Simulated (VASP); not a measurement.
Set up this calculation in VASP 6.6.1, as the native input.

```
Task                   : single point
Functional             : PBE
Potentials or basis    : VASP PAW PBE potentials, release 64 (Cu_sv_GW, O)
Cutoff                 : 820 eV
k mesh                 : 10 × 10 × 10
Occupations            : fermi-dirac, width 0.05 eV
Spin                   : no spin polarisation
Hubbard terms          : Cu d U = 3.0 eV
Dipole correction      : no
Further INCAR settings : ALGO = Normal; EDIFF = 1e-06; NBANDS = 20
```

The structure of CuO lies in POSCAR:

```
CuO
1.0
    2.6461129573      0.0000000000      0.0000000000
    0.0000000000      2.6461129573      0.0000000000
    0.0000000000      0.0000000000      2.6461129573
Cu O
1 1
Direct
    0.0000000000      0.0000000000      0.0000000000
    0.5000000000      0.5000000000      0.5000000000
```

One way to write it, as run:

INCAR

```
  ALGO = Normal
  EDIFF = 1E-6
  ENCUT = 820
  GGA = PE
  GGA_COMPAT = False
  ISIF = 2
  ISMEAR = -1
  LASPH = True
  LCHARG = True
  LDAU = True
  LDAUJ = 0 0
  LDAUL = 2 -1
  LDAUPRINT = 1
  LDAUTYPE = 2
  LDAUU = 3 0
  LELF = True
  LMAXMIX = 4
  LREAL = False
  LVHAR = True
  LWAVE = False
  NBANDS = 20
  NELM = 200
  PREC = Accurate
  SIGMA = 0.05
```

KPOINTS

```
k-points
0
Gamma
  10 10 10
```

Potentials or basis: VASP PAW PBE potentials, release 64 (Cu_sv_GW, O).

Command:

```console
$ cat potpaw_PBE.64/Cu_sv_GW/POTCAR potpaw_PBE.64/O/POTCAR > POTCAR
$ mpirun -np 1 vasp_std > vasp.out
```

Results of the run:

```json
{
  "Pressure": "-3.3 GPa",
  "Band gap on the k mesh": "zero (an odd number of electrons rules out a gap without spin polarisation)"
}
```

Caveat: the cell stands under tension; an odd number of electrons without spin polarisation forces a metal; a magnetic or distorted state may lie lower; U without spin polarisation on a metal has little footing.

Wall time 50 s on 1 thread of Intel(R) Xeon(R) Platinum 8259CL CPU @ 2.50GHz (Skylake/Cascade Lake) (shared host), peak memory 0.2 GiB.
